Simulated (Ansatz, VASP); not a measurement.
Two plane-wave programs on GaN

Contents of INCAR:

```
ALGO = Normal ; EDIFF = 1E-6
ENCUT = 600 ; GGA = PE
GGA_COMPAT = F ; ISIF = 2
ISMEAR = 0 ; LASPH = T
LCHARG = F ; LREAL = F
LWAVE = F ; NBANDS = 26
NELM = 120 ; PREC = Accurate
SIGMA = 0.01
```

KPOINTS

```
k-points
0
Gamma
  6 6 2
```

File POSCAR:

```
GaN
1.0
    3.1800000000      0.0000000000      0.0000000000
   -1.5900000000      2.7539607840      0.0000000000
    0.0000000000      0.0000000000      5.1660000000
Ga N
2 2
Direct
    0.3333333333      0.6666666667      0.0000000000
    0.6666666667      0.3333333333      0.5000000000
    0.3333333333      0.6666666667      0.3750000000
    0.6666666667      0.3333333333      0.8750000000
```

Input for Ansatz:

```yaml
crystal:
  lattice:
    a: 3.18
    b: 3.18
    c: 5.166
    alpha: 90.0
    beta: 90.0
    gamma: 120.0
  space_group: 186
  atoms:
    - { symbol: Ga, position: [0.3333333333333333, 0.6666666666666666, 0.0] }
    - { symbol: "N", position: [0.3333333333333333, 0.6666666666666666, 0.375] }
kpoints:
  mp_grid:
    grid: [6, 6, 2]
hamiltonian:
  xc: pbe
scf:
  occupations:
    method: fixed
output:
  eigenvalues: true
```

Alike in both runs: task single point; functional PBE; k mesh 6 × 6 × 2; no spin polarisation.

|  | VASP | Ansatz |
| --- | --- | --- |
| version | VASP 6.6.1 | Ansatz 0.2.0 |
| potentials or method | VASP PAW PBE potentials, release 64 (Ga_d, N) | plane waves, PAW |
| plane-wave cutoff (eV) | 600 | 420 |
| occupations | gaussian, width 0.01 eV | fixed |
| valence electrons in the cell | 36 | 36 |

Ansatz gave:

```
gap on the k mesh at the Fermi level (eV) : 1.96
```

Question: What did VASP give for the same quantities?

Answer: gap on the k mesh at the Fermi level (eV): 1.97.

The k mesh is coarse, so the values compare programs but aren't converged.
